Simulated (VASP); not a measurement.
**Al2O3: single point with PBE**

The system is Al2O3.

```
Al O
1.0
     2.34425    1.35345    4.15576
    -2.34425    1.35345    4.15576
     0.00000   -2.70690    4.15576
Al O
4 6
Direct
  0.85215 0.85215 0.85215
  0.64785 0.64785 0.64785
  0.14785 0.14785 0.14785
  0.35215 0.35215 0.35215
  0.05618 0.44382 0.75000
  0.75000 0.05618 0.44382
  0.44382 0.75000 0.05618
  0.94382 0.55618 0.25000
  0.25000 0.94382 0.55618
  0.55618 0.25000 0.94382
```

This cell differs from its parent crystal: strain -0.025 along x and y, -0.050 along z.

```
Program             : VASP 6.6.1
Task                : single point
Functional          : PBE
Potentials or basis : VASP PAW PBE potentials, release 64 (Al, O)
Cutoff              : 520 eV
k mesh              : 6 × 6 × 6
Occupations         : gaussian, width 0.05 eV
Spin                : no spin polarisation
```

- Pressure: 28.5 GPa
- Largest force: 0.211 eV/Å
- Band gap on the k mesh: 6.91 eV

Forces on the atoms (eV/Å):
```
Al   0.000  0.000  0.211
Al   0.000  0.000 -0.211
Al   0.000  0.000 -0.211
Al   0.000  0.000  0.211
O    0.081  0.000  0.000
O   -0.041  0.070  0.000
O   -0.041 -0.070  0.000
O   -0.081  0.000  0.000
O    0.041 -0.070  0.000
O    0.041  0.070  0.000
```

Stress tensor (GPa, compression positive):
```
25.33  0.00  0.00
 0.00 25.33  0.00
 0.00  0.00 34.88
```

Levels at points of the mesh, in eV from the valence-band top:
```
           k point  band 21  band 22  band 23  band 24  band 25  band 26  band 27  band 28
(0.00, 0.00, 0.00)    -0.76    -0.31    -0.31     0.00     6.91     9.29    11.61    11.84
(0.50, 0.00, 0.00)    -1.17    -1.17    -0.44    -0.44     9.82     9.82    10.48    10.48
(0.50, 0.50, 0.00)    -1.33    -1.22    -0.92    -0.42     9.54    10.34    10.53    10.95
(0.50, 0.50, 0.50)    -0.70    -0.70    -0.70    -0.70     9.13     9.13    11.57    11.57
```

It took 90 s on 1 thread of Intel(R) Xeon(R) Platinum 8488C (Sapphire Rapids), with other jobs on the host, peak memory 0.26 GiB.

Caveat: the cell differs from its parent crystal (strain -0.025 along x and y, -0.050 along z); the cell stands under pressure. A k mesh can miss the band edges.
